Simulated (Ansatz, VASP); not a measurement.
## Two plane-wave programs on Sb

```
Sb
1.0
     3.05297    0.00000    0.00000
     0.00000    3.05297    0.00000
     0.00000    0.00000    3.14501
Sb
1
Direct
  0.00000 0.00000 0.00000
```

Change from the starting cell: z stretched by +2 % at fixed volume, PAW files.

Alike in both runs: task electric field gradients; functional PBEsol; k mesh 12 × 12 × 12; occupations fermi-dirac, width 0.05 eV; no spin polarisation.

|  | VASP | Ansatz |
| --- | --- | --- |
| version | VASP 6.6.1 | Ansatz 0.2.0 |
| potentials or method | VASP PAW PBE potentials, release 64 (Sb) | PAW with Ansatz's default frozen-core files, scalar-relativistic |
| plane-wave cutoff (eV) | 520 | 420 |
| valence electrons in the cell | 5 | 15 |

```tsv
	VASP	Ansatz	Ansatz less VASP
pressure (GPa)	-1.1	-1.2	-0.10
traceless stress, the component that is largest in VASP (GPa)	-1.25	-1.24	+0.008
size of Vzz on the site where it differs most (V/Å²)	11.7	14.6	+2.91
```

VASP's potentials were made for PBE, not for PBEsol. With one functional, cell and mesh, what is left measures potentials, basis and numerics. VASP's potentials hold 5 valence electrons a cell and Ansatz's 15, so a difference there can come from the potentials and not from the codes.

Spin-orbit coupling is off throughout.
